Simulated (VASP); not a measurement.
# AgI (P6_3mc) in VASP: settings compared, part 2 of 2

VASP 6.6.1.

**3. Single point, PBEsol**

INCAR reads:

```
SYSTEM = AgI
PREC = Accurate
ENCUT = 500
EDIFF = 1E-6
ISMEAR = 0
SIGMA = 0.01
LREAL = .False.
LASPH = .True.
NELM = 120
ALGO = Normal
ISIF = 2
LWAVE = .False.
LCHARG = .False.
GGA = PS
NBANDS = 26
GGA_COMPAT = .False.
```

KPOINTS reads:

```
regular mesh
0
Gamma
  4 4 4
  0 0 0
```

POSCAR reads:

```
AgI
1.0
    4.6508717364      0.0000000000      0.0000000000
   -2.3254358682      4.0277730735      0.0000000000
    0.0000000000      0.0000000000      7.5992966317
Ag I
2 2
Direct
    0.3333333333      0.6666666667      0.0000048555
    0.6666666667      0.3333333333      0.5000048555
    0.3333333333      0.6666666667      0.3749951445
    0.6666666667      0.3333333333      0.8749951445
```

Potentials or basis: VASP PAW PBE potentials, release 64 (Ag, I).

Started as:

```sh
cat potpaw_PBE.64/Ag/POTCAR potpaw_PBE.64/I/POTCAR > POTCAR
mpirun -np 1 vasp_std > vasp.out
```

OUTCAR:

```text
SYSTEM = AgI
   PREC = Accurate
   ENCUT = 500
   EDIFF = 1E-6
   ISMEAR = 0
   LREAL = .False.
   LASPH = .True.
   NELM = 120
   ISIF = 2
   GGA = PS

 ion  position               nearest neighbor table
   1  0.333  0.667  0.000-   4 2.85   4 2.85   4 2.85   3 2.85
   2  0.667  0.333  0.500-   3 2.85   3 2.85   3 2.85   4 2.85
   3  0.333  0.667  0.375-   2 2.85   2 2.85   2 2.85   1 2.85
   4  0.667  0.333  0.875-   1 2.85   1 2.85   1 2.85   2 2.85

  LATTYP: Found a hexagonal cell.
 ALAT       =     4.6508717364
 C/A-ratio  =     1.6339510230
[... 533 lines left out ...]
  Direction    XX          YY          ZZ          XY          YZ          ZX
  --------------------------------------------------------------------------------------
  -------------------------------------------------------------------------------------
  Total       -1.4586315     -1.4586315     -1.5629070      0.0000000      0.0000000      0.0000000
  in kB      -16.4166071    -16.4166071    -17.5902078      0.0000000      0.0000000      0.0000000
  external PRESSURE =     -16.8078074 kB  Pullay stress =       0.0000000 kB

 VOLUME and BASIS-vectors are now :
 -----------------------------------------------------------------------------
  energy-cutoff  :      500.00
  volume of cell :      142.36
      direct lattice vectors                 reciprocal lattice vectors
     4.650871736  0.000000000  0.000000000     0.215013455  0.124138076  0.000000000
    -2.325435868  4.027773073  0.000000000     0.000000000  0.248276152  0.000000000
     0.000000000  0.000000000  7.599296632     0.000000000  0.000000000  0.131591126

 POSITION                                       TOTAL-FORCE (eV/Angst)
 -----------------------------------------------------------------------------------
     -0.00000      2.68518      0.00004         0.000000     -0.000000      0.005391
      2.32544      1.34259      3.79969        -0.000000      0.000000      0.005391
     -0.00000      2.68518      2.84970         0.000000     -0.000000     -0.005391
      2.32544      1.34259      6.64935        -0.000000      0.000000     -0.005391
 -----------------------------------------------------------------------------------
    total drift:                               -0.000000      0.000000      0.000626

  FREE ENERGIE OF THE ION-ELECTRON SYSTEM (eV)
  ---------------------------------------------------
  free  energy   TOTEN  =       -10.8441917351 eV

  energy  without entropy=      -10.8441917351  energy(sigma->0) =      -10.84419174
```

OSZICAR:

```text
N       E                     dE             d eps       ncg     rms          rms(c)
DAV:   1     0.197492935512E+03    0.19749E+03   -0.15072E+04   624   0.114E+03
DAV:   2    -0.767344511415E+00   -0.19826E+03   -0.19110E+03   706   0.231E+02
DAV:   3    -0.108927380995E+02   -0.10125E+02   -0.10063E+02   750   0.513E+01
DAV:   4    -0.110759146195E+02   -0.18318E+00   -0.18311E+00   782   0.682E+00
DAV:   5    -0.110771371887E+02   -0.12226E-02   -0.12224E-02   724   0.656E-01    0.668E+00
DAV:   6    -0.108444721339E+02    0.23267E+00   -0.87194E-01   646   0.986E+00    0.500E+00
DAV:   7    -0.108454840888E+02   -0.10120E-02   -0.14732E-01   654   0.172E+00    0.225E+00
DAV:   8    -0.108439397825E+02    0.15443E-02   -0.91080E-03   674   0.865E-01    0.357E-01
DAV:   9    -0.108440379727E+02   -0.98190E-04   -0.20289E-03   714   0.462E-01    0.556E-02
DAV:  10    -0.108441237407E+02   -0.85768E-04   -0.10297E-04   652   0.770E-02    0.316E-02
DAV:  11    -0.108441917068E+02   -0.67966E-04   -0.10095E-04   652   0.633E-02    0.194E-02
DAV:  12    -0.108441900728E+02    0.16340E-05   -0.83085E-06   728   0.309E-02    0.119E-02
DAV:  13    -0.108441920009E+02   -0.19281E-05   -0.62758E-06   642   0.102E-02    0.695E-03
DAV:  14    -0.108441917351E+02    0.26572E-06   -0.36214E-07   468   0.305E-03
   1 F= -.10844192E+02 E0= -.10844192E+02  d E =-.798845E-12
```

Run time: 52 s. Hardware: 1 thread of Intel Xeon Platinum 8375C at 2.90GHz (Ice Lake), shared host; peak memory 0.25 GiB.

Results:

| Quantity | Value |
| --- | --- |
| Free energy | -10.8442 eV |
| Pressure | -1.7 GPa |
| Largest force | 0.005 eV/Å |
| Band gap on the k mesh | 1.23 eV |

Forces in eV/Å, atoms in the order of the input:
```
Ag   0.000  0.000  0.005
Ag   0.000  0.000  0.005
I    0.000  0.000 -0.005
I    0.000  0.000 -0.005
```

Stress tensor (GPa, compression positive):
```
-1.64  0.00  0.00
 0.00 -1.64  0.00
 0.00  0.00 -1.76
```

Caveat: the PAW data sets were made with another functional, which shifts forces and pressure a little; spin-orbit coupling is left out, which moves the levels of the heavy elements.

**4. Single point, PBEsol**

INCAR is that of step 3.

KPOINTS reads:

```
Automatic mesh
0
Gamma
  6 6 2
  0 0 0
```

POSCAR is that of step 3.

Started as:

```sh
cat potpaw_PBE.64/Ag/POTCAR potpaw_PBE.64/I/POTCAR > POTCAR
mpirun -np 1 vasp_std > vasp.out
```

Wall time 61 s (1 thread of Intel Xeon Platinum 8375C at 2.90GHz (Ice Lake), shared host); peak memory 0.26 GiB.

The run converged. Its results:

* Free energy: -10.8609 eV
* Pressure: -1.8 GPa
* Largest force: 0.006 eV/Å
* Band gap on the k mesh: 1.24 eV

Forces on the atoms (eV/Å):
```
Ag   0.000  0.000 -0.006
Ag   0.000  0.000 -0.006
I    0.000  0.000  0.006
I    0.000  0.000  0.006
```

Levels at points of the mesh, in eV from the valence-band top:
| k point | band 15 | band 16 | band 17 | band 18 | band 19 | band 20 | band 21 | band 22 |
| --- | --- | --- | --- | --- | --- | --- | --- | --- |
| (0.00, 0.00, 0.00) | -0.67 | -0.06 | 0.00 | 0.00 | 1.24 | 2.55 | 5.73 | 5.73 |
| (0.50, 0.00, 0.00) | -2.08 | -1.68 | -0.97 | -0.67 | 3.23 | 3.54 | 4.77 | 5.74 |
| (0.00, 0.00, 0.50) | -0.35 | -0.35 | -0.35 | -0.35 | 2.54 | 2.54 | 5.54 | 5.54 |
| (0.50, 0.00, 0.50) | -1.17 | -1.17 | -1.16 | -1.16 | 3.19 | 3.19 | 4.82 | 4.82 |

Caveat: the PAW data sets were made with another functional, which shifts forces and pressure a little; spin-orbit coupling is left out, which moves the levels of the heavy elements.

**5. Single point, PBEsol**

INCAR reads:

```
SYSTEM = AgI
  PREC = Accurate
  ENCUT = 500
  EDIFF = 1E-6
  ISMEAR = 0
  SIGMA = 0.01
  LREAL = .False.
  LASPH = .True.
  NELM = 120
  ALGO = Normal
  ISIF = 2
  LWAVE = .False.
  LCHARG = .False.
  GGA = PS
  NBANDS = 26
  GGA_COMPAT = .False.
```

KPOINTS reads:

```
Automatic mesh
0
Gamma
  6 6 2
  0 0 0.5
```

POSCAR is that of step 4.

Started as:

```sh
cat potpaw_PBE.64/Ag/POTCAR potpaw_PBE.64/I/POTCAR > POTCAR
mpirun -np 1 vasp_std > vasp.out
```

Wall time 44 s (1 thread of Intel Xeon Platinum 8375C at 2.90GHz (Ice Lake), shared host); peak memory 0.25 GiB.

The run converged. Its results:

```yaml
Free_energy: -10.8611 eV
Pressure: -1.7 GPa
Band_gap_on_the_k_mesh: 2.00 eV
```

Forces on the atoms (eV/Å):
```
Ag   0.000  0.000 -0.003
Ag   0.000  0.000 -0.003
I    0.000  0.000  0.003
I    0.000  0.000  0.003
```

Levels at points of the mesh, in eV from the valence-band top:
```
           k point  band 14  band 15  band 16  band 17  band 18  band 19  band 20  band 21  band 22  band 23
(0.00, 0.00, 0.25)    -0.60    -0.47    -0.47     0.00     0.00     2.00     2.70     5.62     5.90     5.90
```

Caveat: the PAW data sets were made with another functional, which shifts forces and pressure a little; spin-orbit coupling is left out, which moves the levels of the heavy elements; a shifted mesh leaves out Γ, where band edges can lie. A k mesh can miss the band edges.

**6. Single point, PBEsol+D3(BJ)**

INCAR reads:

```
PREC = Accurate
ENCUT = 500
EDIFF = 1E-6
ISMEAR = 0
SIGMA = 0.01
LREAL = False
LASPH = True
NELM = 120
ALGO = Normal
ISIF = 2
LWAVE = False
LCHARG = False
GGA = PS
IVDW = 12
NBANDS = 26
GGA_COMPAT = False
```

KPOINTS reads:

```
Automatic mesh
0
Gamma
  6 6 2
```

POSCAR is that of step 5.

Potentials or basis: VASP PAW PBE potentials, release 64 (Ag, I).

Started as:

```sh
cat potpaw_PBE.64/Ag/POTCAR potpaw_PBE.64/I/POTCAR > POTCAR
mpirun -np 1 vasp_std > vasp.out
```

Wall time 62 s (1 thread of Intel Xeon Platinum 8375C at 2.90GHz (Ice Lake), shared host); peak memory 0.27 GiB.

The run converged. Its results:

```
Free energy                : -12.0614 eV
Pressure                   : -3.1 GPa
Largest force              : 0.003 eV/Å
Band gap on the k mesh     : 1.24 eV
Dispersion energy per atom : -0.300 eV
```

Forces in eV/Å, atoms in the order of the input:
```
Ag   0.000  0.000 -0.003
Ag   0.000  0.000 -0.003
I    0.000  0.000  0.003
I    0.000  0.000  0.003
```

Levels at points of the mesh, in eV from the valence-band top:
| k point | band 15 | band 16 | band 17 | band 18 | band 19 | band 20 | band 21 | band 22 |
| --- | --- | --- | --- | --- | --- | --- | --- | --- |
| (0.00, 0.00, 0.00) | -0.67 | -0.06 | 0.00 | 0.00 | 1.24 | 2.55 | 5.73 | 5.73 |
| (0.50, 0.00, 0.00) | -2.08 | -1.68 | -0.97 | -0.67 | 3.23 | 3.54 | 4.77 | 5.74 |
| (0.00, 0.00, 0.50) | -0.35 | -0.35 | -0.35 | -0.35 | 2.54 | 2.54 | 5.54 | 5.54 |
| (0.50, 0.00, 0.50) | -1.17 | -1.17 | -1.16 | -1.16 | 3.19 | 3.19 | 4.82 | 4.82 |

Caveat: the cell stands under tension; the PAW data sets were made with another functional, which shifts forces and pressure a little; spin-orbit coupling is left out, which moves the levels of the heavy elements.

**7. The runs side by side**

| level | k mesh | gap on the mesh (eV) | pressure (GPa) | largest force (eV/Å) |
| --- | --- | --- | --- | --- |
| PBEsol | 8 × 8 × 1 | 1.24 | -2.0 | 0.15 |
| PBEsol | 4 × 4 × 4 | 1.23 | -1.7 | 0.01 |
| PBEsol | 6 × 6 × 2 | 1.24 | -1.8 | 0.01 |
| PBEsol | 6 × 6 × 2, shifted | 2.00 | -1.7 | - |
| PBEsol+D3(BJ) | 6 × 6 × 2 | 1.24 | -3.1 | - |

Alike in all rows: task single point; potentials or basis VASP PAW PBE potentials, release 64 (Ag, I); no spin polarisation; cell as given; cutoff (eV) 500; smearing gaussian 0.01 eV.

Caveats: some runs use coarse meshes; the PAW data sets were made with another functional, which shifts forces and pressure a little; spin-orbit coupling is left out, which moves the levels of the heavy elements; a shifted mesh leaves out Γ, where band edges can lie (at least some runs); the cell stands under tension (at least some runs).

Absolute energies hang on the potentials; compare differences alone.
